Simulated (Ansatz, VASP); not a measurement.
As in VASP and in Ansatz

```
As
1.0
    -1.66758    1.66758    1.66758
     1.66758   -1.66758    1.66758
     1.66758    1.66758   -1.66758
As
1
Direct
  0.00000 0.00000 0.00000
```

Alike in both runs: task single point; functional LDA; k mesh 15 × 15 × 15; occupations fermi-dirac, width 0.1 eV; no spin polarisation.

|  | VASP | Ansatz |
| --- | --- | --- |
| version | VASP 6.6.1 | Ansatz 0.2.0 |
| potentials or method | VASP PAW LDA potentials, release 64 (As), cutoff 520 eV | plane waves (420 eV) with PAW, scalar-relativistic |
| valence electrons in the cell | 5 | 15 |

VASP gave:

* pressure (GPa): -3.2

Task: What did Ansatz give for the same quantities?

Result: Pressure (GPa): -3.5.

Ansatz warns that its potentials were made for another functional, while VASP's fit it. LDA's correlation is that of Perdew and Zunger in VASP and of Perdew and Wang (1992) in Ansatz. VASP's potentials hold 5 valence electrons a cell and Ansatz's 15, so a difference there can come from the potentials and not from the codes.
